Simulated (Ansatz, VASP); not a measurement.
## Hf in VASP and in Ansatz

```
CELL_PARAMETERS angstrom
3.20511 0.00000 0.00000
-1.60255 2.77570 0.00000
0.00000 0.00000 5.06610
ATOMIC_POSITIONS crystal
Hf 0.33333 0.66667 0.25000
Hf 0.66667 0.33333 0.75000
```

Alike in both runs: functional PBE; k mesh 18 × 18 × 10; occupations methfessel-paxton of order 1, width 0.1 eV; no spin polarisation.

Ansatz relaxed the structure, and its values are those at the end. VASP's run is a single point on that final structure, the one shown.

```csv
,VASP,Ansatz
version,VASP 6.6.1,Ansatz 0.2.0
potentials or method,"VASP PAW PBE potentials, release 64 (Hf_pv)","scalar-relativistic, plane waves, PAW"
plane-wave cutoff (eV),520,420
valence electrons in the cell,20,52
```

```tsv
	VASP	Ansatz	Ansatz less VASP
gap on the k mesh at the Fermi level (eV)	none	none	-
pressure (GPa)	-0.4	0.0	+0.44
```

A gap of «none» marks a metal or a gap that the smearing closes. With one functional, cell and mesh, what is left measures potentials, basis and numerics. VASP's potentials hold 20 valence electrons a cell and Ansatz's 52, so a difference there can come from the potentials and not from the codes.

Spin-orbit coupling is off throughout.
